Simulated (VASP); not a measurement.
A run of VASP 6.6.1 is set up as follows.

File INCAR:

```
SYSTEM = Re
PREC = Accurate
ENCUT = 520
EDIFF = 1E-6
ISMEAR = 0
SIGMA = 0.1
LREAL = .False.
LASPH = .True.
NELM = 80
ALGO = Fast
ISIF = 2
LWAVE = .False.
LCHARG = .False.
GGA = PE
ISYM = 0
NBANDS = 10
```

File KPOINTS:

```
Automatic mesh
0
Gamma
  12 12 16
  0 0 0
```

Contents of POSCAR:

```
Re
1.0
    2.9402049006     -0.0000000140     -0.0003782327
   -1.4701024625      2.5462921573      0.0000000000
    1.4698318831      0.8486078333      2.1636845828
Re
1
Direct
    0.0000000000      0.0000000000      0.0000000000
```

Potentials or basis: VASP PAW PBE potentials, release 64 (Re).

Launch:

```sh
$ cat potpaw_PBE.64/Re/POTCAR > POTCAR
$ mpirun -np 1 vasp_std > vasp.out
```

Estimate the pressure.

-21.1 GPa.

Predict the band gap on the k mesh.

zero (an odd number of electrons rules out a gap without spin polarisation).

Stress tensor (GPa, compression positive):
```
-31.20  -0.13   0.03
 -0.13 -31.05   0.02
  0.03   0.02  -1.11
```

Caveat: the stress differs along the axes, from -31 to -1 GPa; spin-orbit coupling is left out, which moves the levels of the heavy elements.
